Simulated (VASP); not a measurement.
A run of VASP 6.6.1 is set up as follows.

The input INCAR:

```
SYSTEM = Al3N2
  ALGO = Normal
  EDIFF = 1E-7
  EDIFFG = -0.04
  ENCUT = 600
  GGA = PE
  IBRION = 2
  ISIF = 3
  ISMEAR = 0
  LASPH = .True.
  LCHARG = .False.
  LREAL = .False.
  LWAVE = .False.
  NELM = 80
  NSW = 90
  PREC = Accurate
  SIGMA = 0.1
```

Contents of KPOINTS:

```
k-points
0
Gamma
  6 6 6
  0 0 0
```

File POSCAR:

```
Al3N2
1.0
    1.5521672147      0.8961441592      7.1950823858
   -1.5521672147      0.8961441592      7.1950823858
    0.0000000000     -1.7922883185      7.1950823858
Al N
3 2
Direct
    0.0000000000      0.0000000000      0.0000000000
    0.2095000000      0.2095000000      0.2095000000
    0.7905000000      0.7905000000      0.7905000000
    0.4000000000      0.4000000000      0.4000000000
    0.6000000000      0.6000000000      0.6000000000
```

Potentials or basis: VASP PAW PBE potentials, release 64 (Al, N).

Command:

```console
$ cat potpaw_PBE.64/Al/POTCAR potpaw_PBE.64/N/POTCAR > POTCAR
$ mpirun -np 1 vasp_std > vasp.out
```

Question: Estimate the relaxed cell.

Answer: a = 7.022 Å, b = 7.022 Å, c = 7.022 Å, α = 23.93°, β = 23.93°, γ = 23.93°.

Question: Predict the relaxed volume.

Answer: 10.01 Å³/atom.

Question: Predict the space group after relaxing (to 0.1 Å).

Answer: R-3m (No. 166).

Final structure:
```
Al N
1.0
     1.45565    0.84042    6.81785
    -1.45565    0.84042    6.81785
     0.00000   -1.68083    6.81785
Al N
3 2
Direct
  0.00000 0.00000 0.00000
  0.21794 0.21794 0.21794
  0.78206 0.78206 0.78206
  0.39057 0.39057 0.39057
  0.60943 0.60943 0.60943
```

Caveat: the k points lie up to 0.42 Å⁻¹ apart in the final cell, too coarse for converged energies and pressures of a metal; the volume moved by over 15 % at a fixed basis, so the end points are rough.
